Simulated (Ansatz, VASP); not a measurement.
**GaN in VASP and in Ansatz**

File INCAR:

```
  PREC = Accurate
  ENCUT = 600
  EDIFF = 1E-7
  ISMEAR = 0
  SIGMA = 0.02
  LREAL = False
  LASPH = True
  NELM = 60
  ALGO = Normal
  ISIF = 3
  LWAVE = False
  LCHARG = False
  GGA = CA
  IBRION = 2
  NSW = 100
  EDIFFG = -0.005
```

The input KPOINTS:

```
regular mesh
0
Gamma
  12 12 6
```

The input POSCAR:

```
GaN
1.0
    3.1889304000      0.0000000000      0.0000000000
   -1.5944652000      2.7616947400      0.0000000000
    0.0000000000      0.0000000000      5.1923572500
Ga N
2 2
Direct
    0.6666666700      0.3333333300      0.4990837100
    0.3333333300      0.6666666700      0.9990837100
    0.6666666700      0.3333333300      0.8759162900
    0.3333333300      0.6666666700      0.3759162900
```

Input for Ansatz:

```yaml
crystal:
  lattice:
    - [3.1889304, 0.0, 0.0]
    - [-1.5944652, 2.76169474, 0.0]
    - [0.0, 0.0, 5.19235725]
  atoms:
    - { symbol: Ga, position: [0.66666667, 0.33333333, 0.49908371] }
    - { symbol: Ga, position: [0.33333333, 0.66666667, 0.99908371] }
    - { symbol: "N", position: [0.66666667, 0.33333333, 0.87591629] }
    - { symbol: "N", position: [0.33333333, 0.66666667, 0.37591629] }
basis:
  ecutwfc: 420
kpoints:
  mp_grid: { grid: [12, 12, 6] }
hamiltonian:
  xc: lda
scf:
  occupations: { method: gaussian, width: 0.02 }
output:
  forces: true
  stress: true
  eigenvalues: true
  write_density: true
  write_potential: true
  elf: true
  volumetric_format: npy
relax:
  adjacent_minimum: "off"
  f_tol: 0.005
  max_steps: 80
  cell: { stress_tol: 0.05 }
```

Alike in both runs: task relaxation of cell and atoms; functional LDA; k mesh 12 × 12 × 6; occupations gaussian, width 0.02 eV; no spin polarisation.

```csv
,VASP,Ansatz
version,VASP 6.6.1,Ansatz 0.2.0
potentials or method,"VASP PAW LDA potentials, release 64 (Ga_d, N), cutoff 600 eV","scalar-relativistic, plane waves, PAW"
valence electrons in the cell,36,36
```

```csv
,VASP,Ansatz,Ansatz less VASP
"gap on the k mesh at the Fermi level, each at its own relaxed structure (eV)",2.11,2.13,+0.016
relaxed volume (Å³/atom),11.11,11.05,-0.054
relaxed cell length with the largest relative difference (Å),3.157,3.152,-0.0052
```

LDA's correlation is that of Perdew and Zunger in VASP and of Perdew and Wang (1992) in Ansatz.
